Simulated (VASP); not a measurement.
Write the native input for VASP 6.6.1 that does the following.

```yaml
Task: single point
Functional: PBE
Potentials_or_basis: VASP PAW PBE potentials, release 64 (Re)
Cutoff: 520 eV
k_mesh: 6 × 6 × 1
Occupations: gaussian, width 0.1 eV
Spin: no spin polarisation
Dipole_correction: yes
Further_INCAR_settings: ALGO = Normal; EDIFF = 1e-06; NBANDS = 14; NELMDL = -8
```

The structure of Re lies in POSCAR:

```
Re
1.0
    2.7423093816      0.0000000000      0.0000000000
   -1.3711546908      2.3749095895      0.0000000000
    0.0000000000      0.0000000000     31.2251044000
Re
2
Direct
    0.0000000000      0.0000000000      0.2519718250
    0.0000000000      0.0000000000      0.3244874166
```

The cell was generated, and may not be a known phase.

The input as run:

INCAR

```
SYSTEM = Re
PREC = Accurate ; ENCUT = 520
EDIFF = 1E-6 ; ISMEAR = 0
SIGMA = 0.1 ; LREAL = .FALSE.
LASPH = .TRUE. ; NELM = 120
ALGO = Normal ; ISIF = 2
LWAVE = .FALSE. ; LCHARG = .FALSE.
LDIPOL = .TRUE. ; IDIPOL = 3
DIPOL = 0.5 0.5 0.288 ; GGA = PE
NBANDS = 14 ; GGA_COMPAT = .FALSE.
NELMDL = -8
```

KPOINTS

```
Automatic mesh
0
G
  6 6 1
  0 0 0
```

Potentials or basis: VASP PAW PBE potentials, release 64 (Re).

Command:

```bash
$ cat potpaw_PBE.64/Re/POTCAR > POTCAR
$ mpirun -np 1 vasp_std > vasp.out
```

It gave:

```
Largest force          : 0.445 eV/Å
Band gap on the k mesh : zero (bands 7 and 8 overlap by 1.89 eV)
```

Caveat: the k points lie up to 0.44 Å⁻¹ apart, too coarse for converged energies and pressures of a metal; spin-orbit coupling is left out, which moves the levels of the heavy elements.

Wall time 42 s on 1 thread of Intel(R) Xeon(R) Platinum 8375C CPU @ 2.90GHz (Ice Lake) (shared host), peak memory 0.28 GiB.
